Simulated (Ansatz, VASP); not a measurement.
## AlGa2Sb3: VASP beside Ansatz

```
Al Ga Sb
1.0
     5.99489    0.00000    0.00000
    -2.99745    5.19173    0.00000
     0.00000    0.00000    5.43611
Al Ga Sb
1 2 3
Direct
  0.00000 0.00000 0.00000
  0.33333 0.66667 0.00000
  0.66667 0.33333 0.00000
  0.50000 0.00000 0.50000
  0.00000 0.50000 0.50000
  0.50000 0.50000 0.50000
```

Change from the starting cell: species swapped into the NdAl2Pt3 type (P6/mmm, No. 191).

Alike in both runs: functional PBE; k mesh 3 × 3 × 4; occupations gaussian, width 0.1 eV; no spin polarisation.

Ansatz relaxed the structure, and its values are those at the end. VASP's run is a single point on that final structure, the one shown.

|  | VASP | Ansatz |
| --- | --- | --- |
| version | VASP 6.6.1 | Ansatz 0.2.0 |
| potentials or method | VASP PAW PBE potentials, release 64 (Al, Ga_d, Sb), cutoff 520 eV | scalar-relativistic, plane waves, PAW |
| valence electrons in the cell | 44 | 74 |

```csv
,VASP,Ansatz,Ansatz less VASP
gap on the k mesh at the Fermi level (eV),none,none,-
pressure (GPa),-0.1,-0.1,0.00
```

A gap of «none» marks a metal or a gap that the smearing closes. VASP's potentials hold 44 valence electrons a cell and Ansatz's 74, so a difference there can come from the potentials and not from the codes.

The k mesh is coarse, so the values compare programs but aren't converged. Spin-orbit coupling is off throughout.
